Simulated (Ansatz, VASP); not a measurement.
## One calculation of HgPtI, two programs

The input POSCAR:

```
HgPtI
1.0
    4.1811520000      0.0000000000      0.0000000000
    0.0000000000      4.1811520000      0.0000000000
    0.0000000000      0.0000000000      9.6470380000
I Pt Hg
2 2 2
Direct
    0.0000000000      0.5000000000      0.6690000000
    0.5000000000      0.0000000000      0.3310000000
    0.0000000000      0.0000000000      0.0000000000
    0.5000000000      0.5000000000      0.0000000000
    0.0000000000      0.5000000000      0.1210000000
    0.5000000000      0.0000000000      0.8790000000
```

The input INCAR.step1:

```
  ALGO = Normal
  EDIFF = 1E-4
  ENCUT = 520
  GGA = PE
  ISMEAR = 0
  LASPH = T
  LCHARG = F
  LREAL = F
  LWAVE = T
  NBANDS = 38
  NELM = 80
  PREC = Accurate
  SIGMA = 0.1676
```

Contents of INCAR.step2:

```
  ALGO = Normal
  EDIFF = 1E-6
  ENCUT = 520
  ISIF = 2
  ISMEAR = 0
  ISTART = 1
  LASPH = T
  LCHARG = F
  LMIXTAU = T
  LREAL = F
  LWAVE = F
  METAGGA = R2SCAN
  NBANDS = 38
  NELM = 80
  PREC = Accurate
  SIGMA = 0.1676
```

The input KPOINTS:

```
k-points
0
Gamma
  8 8 4
```

Input for Ansatz:

```yaml
crystal:
  lattice:
    - [4.181152, 0.0, 0.0]
    - [0.0, 4.181152, 0.0]
    - [0.0, 0.0, 9.647038]
  atoms:
    - { symbol: I, position: [0.0, 0.5, 0.669] }
    - { symbol: I, position: [0.5, 0.0, 0.331] }
    - { symbol: Pt, position: [0.0, 0.0, 0.0] }
    - { symbol: Pt, position: [0.5, 0.5, 0.0] }
    - { symbol: Hg, position: [0.0, 0.5, 0.121] }
    - { symbol: Hg, position: [0.5, 0.0, 0.879] }
  symmetry: { tolerance: 0.0003 }
kpoints:
  mp_grid: { grid: [8, 8, 4], shift: [0, 0, 0] }
  band_path:
    path:
      - [0.0, 0.0, 0.0]
      - [0.0, 0.5, 0.0]
      - [0.5, 0.5, 0.0]
      - [0.0, 0.0, 0.0]
      - [0.0, 0.0, 0.5]
      - [0.0, 0.5, 0.5]
      - [0.5, 0.5, 0.5]
      - [0.0, 0.0, 0.5]
    npoints: 7
magnetization:
  spin_polarized: false
scf:
  occupations: { method: gaussian, width: 0.1676 }
  lower_state_search: "off"
  max_iter: 200
hamiltonian:
  pseudopotentials: { kind: paw }
  xc: r2scan
basis:
  ecutwfc: 500
  fft_grid_basis: typed
output:
  forces: true
  stress: true
  eigenvalues: true
  bader: true
  populations: true
  elf: true
  write_potential: true
  volumetric_format: npy
  dos:
    e_range: [-12, 8]
    de: 0.05
    projected: { site_lists: { Hg: [Hg], I: [I], Pt: [Pt] } }
checkpoint:
  read: saved_state
```

Alike in both runs: task single point; functional r2SCAN; k mesh 8 × 8 × 4; occupations gaussian, width 0.1676 eV; no spin polarisation.

|  | VASP | Ansatz |
| --- | --- | --- |
| version | VASP 6.6.1 | Ansatz 0.2.0 |
| potentials or method | VASP PAW PBE potentials, release 64 (I, Pt, Hg), cutoff 520 eV | PAW plane waves |
| valence electrons in the cell | 58 | 110 |

Ansatz gave:

| Item | Value |
| --- | --- |
| pressure (GPa) | 23.1 |
| traceless stress, the component that is largest in VASP (GPa) | -7.88 |
| rms of the force components (eV/Å) | 2.756 |

Estimate VASP's values.

pressure (GPa): 25.0; traceless stress, the component that is largest in VASP (GPa): -8.42; rms of the force components (eV/Å): 2.937.

VASP's potentials were made for PBE, not for r2SCAN. Atom by atom the forces differ by 0.181 eV/Å (rms over components). The functional is the same, so the differences come from potentials, cutoffs and numerics. VASP's potentials hold 58 valence electrons a cell and Ansatz's 110, so a difference there can come from the potentials and not from the codes.

Spin-orbit coupling is off throughout.
